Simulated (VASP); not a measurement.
Runs of VASP 6.6.1 on Zr. The structure is that of space group I4_1/amd (No. 141), or close to it. The cells are those of the table. 

| task | cell | gap on the mesh (eV) | pressure (GPa) |
| --- | --- | --- | --- |
| single point | a = 4.215 Å, angles 97.6, 97.6, 137.4°, 2 atoms | none | (a) |
| single point | a = 4.064 Å, angles 97.7, 97.7, 137.1°, 2 atoms | none | 10.1 |
| relaxation of shape and atoms at fixed volume | relaxed from a = 3.555 Å, angles 97.6, 97.6, 137.4°, 2 atoms | none | 103.5 |
| relaxation of shape and atoms at fixed volume | relaxed from a = 3.742 Å, angles 97.6, 97.6, 137.4°, 2 atoms | none | 53.7 |
| relaxation of shape and atoms at fixed volume | relaxed from a = 3.345 Å, angles 97.6, 97.6, 137.4°, 2 atoms | none | 203.5 |
| relaxation of shape and atoms at fixed volume | relaxed from a = 3.105 Å, angles 97.6, 97.6, 137.4°, 2 atoms | none | 429.3 |

Alike in all rows: level PBE; potentials or basis VASP PAW PBE potentials, release 64 (Zr_sv); no spin polarisation; k mesh 14 × 14 × 14; smearing fermi-dirac 0.1 eV.

Estimate the missing entries.

(a) 0.1.

Caveats: the cell stands under pressure (at least some runs).

A k mesh can miss the band edges, and the runs leave out spin-orbit coupling on Zr.

A gap of «none» marks levels without a gap at the run's occupations.
